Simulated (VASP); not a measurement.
# SnO2 (P4_2/mnm) in VASP: single point with PBEsol

Aim: the single point of SnO2 with PBEsol.

Program: VASP 6.6.1. These are calculated values, not measurements. Logs are shortened: lines on timing, memory, paths and dates and some standing lists are left out, and cuts for length are marked.

**1. The cell of the first run**

Symmetry: P4_2/mnm, No. 136, tetragonal system. The conventional cell has a = 4.768 Å, b = 4.768 Å, c = 3.212 Å, α = 90.00°, β = 90.00°, γ = 90.00°. Within 2.7 Å of Sn (site symmetry mmm) lie 6 O at 2.07 Å. O (site symmetry m2m) has 3 Sn at 2.07 Å and 1 O at 2.61 Å within 2.7 Å.

**2. Single point, PBEsol**

The input, INCAR:

```
SYSTEM = SnO2
  ALGO = Normal
  EDIFF = 1E-6
  ENCUT = 520
  GGA = PS
  ISIF = 2
  ISMEAR = 0
  LASPH = .TRUE.
  LCHARG = .TRUE.
  LELF = .TRUE.
  LREAL = .FALSE.
  LVHAR = .TRUE.
  LWAVE = .FALSE.
  NBANDS = 35
  NELM = 80
  PREC = Accurate
  SIGMA = 0.02
```

The input, KPOINTS:

```
k-points
0
G
  6 6 8
  0 0 0
```

The input, POSCAR:

```
SnO2
1.0
    4.7684401829      0.0000000000      0.0000000000
    0.0000000000      4.7684401829      0.0000000000
    0.0000000000      0.0000000000      3.2123956998
Sn O
2 4
Direct
    0.5000000000      0.5000000000      0.5000000000
    0.0000000000      0.0000000000      0.0000000000
    0.1937455605      0.8062544395      0.5000000000
    0.8062544395      0.1937455605      0.5000000000
    0.3062544395      0.3062544395      0.0000000000
    0.6937455605      0.6937455605      0.0000000000
```

Potentials or basis: VASP PAW PBE potentials, release 64 (Sn_d, O).

The run is started by

```console
$ cat potpaw_PBE.64/Sn_d/POTCAR potpaw_PBE.64/O/POTCAR > POTCAR
$ mpirun -np 1 vasp_std > vasp.out
```

OUTCAR:

```text
SYSTEM = SnO2
   EDIFF = 1E-6
   ENCUT = 520
   GGA = PS
   ISIF = 2
   ISMEAR = 0
   LASPH = .TRUE.
   LREAL = .FALSE.
   NELM = 80
   PREC = Accurate

 ion  position               nearest neighbor table
   1  0.500  0.500  0.500-   3 2.07   4 2.07   5 2.07   6 2.07   5 2.07   6 2.07   2 3.73   2 3.73
                             2 3.73   2 3.73   2 3.73   2 3.73   2 3.73   2 3.73
   2  0.000  0.000  0.000-   5 2.07   6 2.07   3 2.07   4 2.07   3 2.07   4 2.07   1 3.73   1 3.73
                             1 3.73   1 3.73   1 3.73   1 3.73   1 3.73   1 3.73
   3  0.194  0.806  0.500-   1 2.07   2 2.07   2 2.07
   4  0.806  0.194  0.500-   1 2.07   2 2.07   2 2.07
   5  0.306  0.306  0.000-   2 2.07   1 2.07   1 2.07
   6  0.694  0.694  0.000-   2 2.07   1 2.07   1 2.07

  LATTYP: Found a simple tetragonal cell.
 ALAT       =     4.7684401829
 C/A-ratio  =     0.6736785147

  Lattice vectors:

 A1 = (   4.7684401829,   0.0000000000,   0.0000000000)
 A2 = (   0.0000000000,   4.7684401829,   0.0000000000)
 A3 = (   0.0000000000,   0.0000000000,   3.2123956998)

Analysis of symmetry for initial positions (statically):
=====================================================================
 Subroutine PRICEL returns:
 Original cell was already a primitive cell.

 Routine SETGRP: Setting up the symmetry group for a
 simple tetragonal supercell.

 Subroutine GETGRP returns: Found 16 space group operations
 (whereof  8 operations were pure point group operations)
 out of a pool of 16 trial point group operations.

The static configuration has the point symmetry D_2h.
 The point group associated with its full space group is D_4h.

Analysis of symmetry for dynamics (positions and initial velocities):
=====================================================================
 Subroutine PRICEL returns:
 Original cell was already a primitive cell.

 Routine SETGRP: Setting up the symmetry group for a
 simple tetragonal supercell.

 Subroutine GETGRP returns: Found 16 space group operations
 (whereof  8 operations were pure point group operations)
 out of a pool of 16 trial point group operations.

The dynamic configuration has the point symmetry D_2h.
 The point group associated with its full space group is D_4h.

 Subroutine INISYM returns: Found 16 space group operations
 (whereof  8 operations are pure point group operations),
 and found     1 'primitive' translations

----------------------------------------------------------------------------------------

                                     Primitive cell

  volume of cell :      73.0435

  direct lattice vectors                    reciprocal lattice vectors
     4.768440183  0.000000000  0.000000000     0.209712183  0.000000000  0.000000000
     0.000000000  4.768440183  0.000000000     0.000000000  0.209712183  0.000000000
     0.000000000  0.000000000  3.212395700     0.000000000  0.000000000  0.311294153

  length of vectors
     4.768440183  4.768440183  3.212395700     0.209712183  0.209712183  0.311294153

  position of ions in fractional coordinates (direct lattice)
     0.500000000  0.500000000  0.500000000
     0.000000000  0.000000000  0.000000000
     0.193745560  0.806254440  0.500000000
     0.806254440  0.193745560  0.500000000
     0.306254440  0.306254440  0.000000000
     0.693745560  0.693745560  0.000000000

  ion indices of the primitive-cell ions
   primitive index   ion index
                 1           1
                 2           2
                 3           3
                 4           4
                 5           5
                 6           6

----------------------------------------------------------------------------------------

 KPOINTS: k-points

Automatic generation of k-mesh.
 Grid dimensions read from file:
 generate k-points for:    6    6    8

 Generating k-lattice:

  Cartesian coordinates                     Fractional coordinates (reciprocal lattice)
     0.034952030  0.000000000  0.000000000     0.166666667  0.000000000  0.000000000
     0.000000000  0.034952030  0.000000000     0.000000000  0.166666667  0.000000000
     0.000000000  0.000000000  0.038911769     0.000000000  0.000000000  0.125000000

  Length of vectors
     0.034952030  0.034952030  0.038911769

  Shift w.r.t. Gamma in fractional coordinates (k-lattice)
     0.000000000  0.000000000  0.000000000

 Subroutine IBZKPT returns following result:
 ===========================================

 Found     50 irreducible k-points:

 Following reciprocal coordinates:
            Coordinates               Weight
  0.000000  0.000000  0.000000      1.000000
  0.166667  0.000000  0.000000      4.000000
  0.333333  0.000000  0.000000      4.000000
  0.500000  0.000000  0.000000      2.000000
  0.166667  0.166667  0.000000      4.000000
  0.333333  0.166667  0.000000      8.000000
[... 16 lines left out ...]
  0.333333  0.000000  0.250000      8.000000
  0.500000  0.000000  0.250000      4.000000
 [... further k-points ...]
   k-points           NKPTS =     50   k-points in BZ     NKDIM =     50   number of bands    NBANDS=     35
   number of dos      NEDOS =    301   number of ions     NIONS =      6
   total plane-waves  NPLWV =  31104
   dimension x,y,z NGX =    36 NGY =   36 NGZ =   24
   dimension x,y,z NGXF=    72 NGYF=   72 NGZF=   48
   ions per type =               2   4
   NGX,Y,Z   is equivalent  to a cutoff of  12.55, 12.55, 12.42 a.u.
   NGXF,Y,Z  is equivalent  to a cutoff of  25.10, 25.10, 24.84 a.u.
 SYSTEM =  SnO2
   PREC   = accura    normal or accurate (medium, high low for compatibility)
   ISTART =      0    job   : 0-new  1-cont  2-samecut
   ICHARG =      2    charge: 1-file 2-atom 10-const
   ISPIN  =      1    spin polarized calculation?
   LNONCOLLINEAR =      F non collinear calculations
   LSORBIT =      F    spin-orbit coupling
   LASPH  =      T    aspherical Exc in radial PAW
   ENCUT  =  520.0 eV  38.22 Ry    6.18 a.u.   8.87  8.87  5.97*2*pi/ulx,y,z
   NELM   =     80;   NELMIN=  2; NELMDL= -5     # of ELM steps
   EDIFF  = 0.1E-05   stopping-criterion for ELM
   LREAL  =      F    real-space projection
   EDIFFG = 0.1E-04   stopping-criterion for IOM
   NSW    =      0    number of steps for IOM
   IBRION =     -1    ionic relax: 0-MD 1-quasi-New 2-CG
   NFREE  =      0    steps in history (QN), initial steepest desc. (CG)
   ISIF   =      2    stress and relaxation
   ISYM   =      2    0-nonsym 1-usesym 2-fastsym
   POTIM  = 0.5000    time-step for ionic-motion
   TEBEG  =    0.0;   TEEND  =   0.0 temperature during run
   PSTRESS=    0.0 pullay stress
   NELECT =      52.0000    total number of electrons
   NUPDOWN=      -1.0000    fix difference up-down
   EMIN   =  10.00;   EMAX   =-10.00  energy-range for DOS
   EFERMI =   0.00;   METHOD = LEGACY
   ISMEAR =     0;   SIGMA  =   0.02  broadening in eV -4-tet -1-fermi 0-gaus
   EFERMI_NEDOS =   21; number of points for ismear=-14 and -15
   IALGO  =     38    algorithm
   IMIX   =      4    mixing-type and parameters
     AMIX     =   0.40;   BMIX     =  1.00
     AMIX_MAG =   1.60;   BMIX_MAG =  1.00
  volume/ion in A,a.u.               =      12.17        82.15
  Fermi-wavevector in a.u.,A,eV,Ry     =   1.461780  2.762364 29.072943  2.136801
  Thomas-Fermi vector in A             =   2.578071
   LORBIT       =      0    0 simple, 1 ext, 2 COOP (PROOUT), +10 PAW based schemes
   GGA     = PS    functional components
   LHFCALC =     F    Hartree Fock is set to
   AEXX    =    0.0000 exact exchange contribution
   IVDW    =     0    specifies the selected vdW correction
   LEPSILON=     F    determine dielectric tensor
   LRPA    =     F    only Hartree local field effects (RPA)
 non-spin polarized calculation
 Gauss-broadening in eV      SIGMA  =   0.02
  energy-cutoff  :      520.00
  volume of cell :       73.04
 maximum number of plane-waves:      1994
 NGX is ok and might be reduce to    36
   NGX = 17   NGY = 17   NGZ = 11

 number of electron      52.0000007 magnetization

 Free energy of the ion-electron system (eV)
  ---------------------------------------------------
  ext. energy  EPLUGINS =         0.00000000
  ---------------------------------------------------
  free energy    TOTEN  =       -39.66989722 eV

  energy without entropy =      -39.66989722  energy(sigma->0) =      -39.66989722

 E-fermi :   5.9272     XC(G=0): -11.4268

 val. band max:        5.7792688400   @ k =   0.0000   0.0000   0.0000
 cond. band min:       6.6923421754   @ k =   0.0000   0.0000   0.0000
 fundamental gap:      0.9130733355
 Fermi energy:         5.9271584274

 k-point     1 :       0.0000    0.0000    0.0000
  band No.  band energies     occupation
      1     -15.2261      2.00000
      2     -14.4760      2.00000
      3     -14.2331      2.00000
      4     -14.2079      2.00000
      5     -14.2079      2.00000
      6     -14.1394      2.00000
[... 27 lines left out ...]
     34      17.5489      0.00000
     35      18.0929      0.00000

 k-point     2 :       0.1667    0.0000    0.0000
  band No.  band energies     occupation
      1     -15.1848      2.00000
      2     -14.5229      2.00000
      3     -14.2328      2.00000
      4     -14.2061      2.00000
      5     -14.2060      2.00000
      6     -14.1739      2.00000
[... 27 lines left out ...]
     34      17.5669      0.00000
     35      18.0609      0.00000

 k-point     3 :       0.3333    0.0000    0.0000
  band No.  band energies     occupation
      1     -15.0650      2.00000
      2     -14.6759      2.00000
      3     -14.2319      2.00000
      4     -14.2151      2.00000
      5     -14.2024      2.00000
      6     -14.2022      2.00000
[... 27 lines left out ...]
     34      17.7338      0.00000
     35      18.0145      0.00000

 k-point     4 :       0.5000    0.0000    0.0000
  band No.  band energies     occupation
      1     -14.8823      2.00000
      2     -14.8823      2.00000
      3     -14.2287      2.00000
      4     -14.2287      2.00000
      5     -14.2004      2.00000
      6     -14.2004      2.00000
[... 27 lines left out ...]
     34      17.9432      0.00000
     35      17.9764      0.00000

 k-point     5 :       0.1667    0.1667    0.0000
  band No.  band energies     occupation
      1     -15.1530      2.00000
      2     -14.5768      2.00000
      3     -14.2323      2.00000
      4     -14.2085      2.00000
      5     -14.2020      2.00000
      6     -14.1910      2.00000
[... 638 lines left out ...]
 k-point    22 :       0.1667    0.0000    0.2500
  band No.  band energies     occupation
      1     -14.9697      2.00000
      2     -14.7025      2.00000
      3     -14.5958      2.00000
      4     -14.2520      2.00000
      5     -14.1310      2.00000
      6     -14.1305      2.00000
[... 27 lines left out ...]
     34      17.4943      0.00000
     35      17.8551      0.00000

 k-point    23 :       0.3333    0.0000    0.2500
  band No.  band energies     occupation
      1     -14.9565      2.00000
      2     -14.8157      2.00000
      3     -14.4932      2.00000
      4     -14.2808      2.00000
      5     -14.1271      2.00000
      6     -14.1210      2.00000
[... 27 lines left out ...]
     34      17.6889      0.00000
     35      17.9705      0.00000

 k-point    24 :       0.5000    0.0000    0.2500
  band No.  band energies     occupation
      1     -14.9066      2.00000
      2     -14.9066      2.00000
      3     -14.3736      2.00000
      4     -14.3736      2.00000
      5     -14.1221      2.00000
      6     -14.1221      2.00000
[... 27 lines left out ...]
     34      17.8994      0.00000
     35      18.0553      0.00000

 [... further k-points ...]
[... 5 lines left out ...]
  --------------------------------------------------------------------------------------
  -------------------------------------------------------------------------------------
  Total        0.2451685      0.2451685      0.3681830     -0.0000000      0.0000000      0.0000000
  in kB        5.3776624      5.3776624      8.0759303     -0.0000000      0.0000000      0.0000000
  external PRESSURE =       6.2770851 kB  Pullay stress =       0.0000000 kB

 VOLUME and BASIS-vectors are now :
 -----------------------------------------------------------------------------
  energy-cutoff  :      520.00
  volume of cell :       73.04
      direct lattice vectors                 reciprocal lattice vectors
     4.768440183  0.000000000  0.000000000     0.209712183  0.000000000  0.000000000
     0.000000000  4.768440183  0.000000000     0.000000000  0.209712183  0.000000000
     0.000000000  0.000000000  3.212395700     0.000000000  0.000000000  0.311294153

 POSITION                                       TOTAL-FORCE (eV/Angst)
 -----------------------------------------------------------------------------------
      2.38422      2.38422      1.60620         0.000000      0.000000     -0.000000
      0.00000      0.00000      0.00000         0.000000      0.000000     -0.000000
      0.92386      3.84458      1.60620         0.008359     -0.008359     -0.000000
      3.84458      0.92386      1.60620        -0.008359      0.008359     -0.000000
      1.46036      1.46036      0.00000        -0.008359     -0.008359     -0.000000
      3.30808      3.30808      0.00000         0.008359      0.008359      0.000000
 -----------------------------------------------------------------------------------
    total drift:                                0.000000      0.000000      0.000000

  FREE ENERGIE OF THE ION-ELECTRON SYSTEM (eV)
  ---------------------------------------------------
  free  energy   TOTEN  =       -39.6698972196 eV

  energy  without entropy=      -39.6698972196  energy(sigma->0) =      -39.66989722
```

Run time: 69 s. Hardware: 1 thread of Intel Xeon Platinum 8375C at 2.90GHz (Ice Lake), shared host; peak memory 0.23 GiB.

Results:

```yaml
Free_energy: -39.6699 eV
Pressure: 0.6 GPa
Largest_force: 0.012 eV/Å
Band_gap_on_the_k_mesh: 0.91 eV, direct
```

Forces in eV/Å, atoms in the order of the input:
```
Sn   0.000  0.000  0.000
Sn   0.000  0.000  0.000
O    0.008 -0.008  0.000
O   -0.008  0.008  0.000
O   -0.008 -0.008  0.000
O    0.008  0.008  0.000
```

Stress tensor (GPa, compression positive):
```
0.54 0.00 0.00
0.00 0.54 0.00
0.00 0.00 0.81
```

Levels at points of the mesh, in eV from the valence-band top:
```
           k point  band 22  band 23  band 24  band 25  band 26  band 27  band 28  band 29  band 30  band 31
(0.00, 0.00, 0.00)    -1.27    -1.27    -0.78    -0.78     0.00     0.91     5.85     6.03     6.03    10.13
(0.50, 0.00, 0.00)    -1.98    -1.23    -1.23    -0.63    -0.63     4.13     4.13     6.80     6.80    10.64
(0.50, 0.50, 0.00)    -1.99    -1.35    -1.35    -0.89    -0.89     4.53     4.53     7.23     7.23    10.68
(0.00, 0.00, 0.50)    -2.66    -1.65    -1.65    -1.25    -1.25     5.87     5.87     9.43     9.43    10.36
(0.50, 0.00, 0.50)    -1.74    -1.09    -1.09    -0.73    -0.73     6.15     6.15     7.73     7.73    10.69
(0.50, 0.50, 0.50)    -2.45    -0.96    -0.96    -0.82    -0.82     4.55     4.55     8.61     8.61    10.69
```

Caveat: the PAW data sets were made with another functional, which shifts forces and pressure a little; spin-orbit coupling is left out, which moves the levels of the heavy elements. As with any semilocal functional, this PBEsol gap is likely too small.
